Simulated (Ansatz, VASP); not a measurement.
## Pd: VASP beside Ansatz

```xyz
4
Lattice="2.8424 0.0000 0.0000 -1.4212 2.4616 0.0000 0.0000 0.0000 9.4016" Properties=species:S:1:pos:R:3 pbc="T T T"
Pd    1.4212    2.4616    0.0000
Pd    1.4212    2.4616    4.7008
Pd    0.0000    1.6411    2.3504
Pd    1.4212    0.8205    7.0512
```

Alike in both runs: task single point; functional RPBE; k mesh 14 × 14 × 4; occupations fermi-dirac, width 0.05 eV; collinear spin.

|  | VASP | Ansatz |
| --- | --- | --- |
| version | VASP 6.6.1 | Ansatz 0.2.0 |
| potentials or method | VASP PAW PBE potentials, release 64 (Pd), cutoff 520 eV | plane waves (420 eV) with PAW, scalar-relativistic |
| valence electrons in the cell | 40 | 72 |

Ansatz gave:

```
pressure (GPa)                                                : -4.9
traceless stress, the component that is largest in VASP (GPa) : -0.49
net moment per atom (μB)                                      : 0.40
size of the moment on the site where the two differ most (μB) : 0.42
```

Problem. What did VASP give for the same quantities?

Solution. Pressure (GPa): -5.1; traceless stress, the component that is largest in VASP (GPa): -0.50; net moment per atom (μB): 0.40; size of the moment on the site where the two differ most (μB): 0.41.

VASP's potentials were made for PBE, not for RPBE. Site moments also hang on the region over which each program counts them. VASP's potentials hold 40 valence electrons a cell and Ansatz's 72, so a difference there can come from the potentials and not from the codes.
